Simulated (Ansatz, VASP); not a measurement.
**One calculation of Cu, two programs**

```
Cu
1.0
     0.00000    2.10235    4.49696
     1.25786    0.00000    4.49696
     1.25786    2.10235    0.00000
Cu
2
Direct
  0.13232 0.13232 0.86768
  0.86768 0.86768 0.13232
```

Alike in both runs: functional PBEsol; k mesh 26 × 26 × 26; occupations gaussian, width 0.1 eV; no spin polarisation.

Ansatz relaxed the structure, and its values are those at the end. VASP's run is a single point on that final structure, the one shown.

|  | VASP | Ansatz |
| --- | --- | --- |
| version | VASP 6.6.1 | Ansatz 0.2.0 |
| potentials or method | VASP PAW PBE potentials, release 64 (Cu), cutoff 520 eV | scalar-relativistic, plane waves, PAW |
| valence electrons in the cell | 22 | 38 |

|  | VASP | Ansatz | Ansatz less VASP |
| --- | --- | --- | --- |
| gap on the k mesh at the Fermi level (eV) | none | none | - |
| pressure (GPa) | 0.8 | 0.0 | -0.83 |

VASP's potentials were made for PBE, not for PBEsol. A gap of «none» marks a metal or a gap that the smearing closes. VASP's potentials hold 22 valence electrons a cell and Ansatz's 38, so a difference there can come from the potentials and not from the codes.
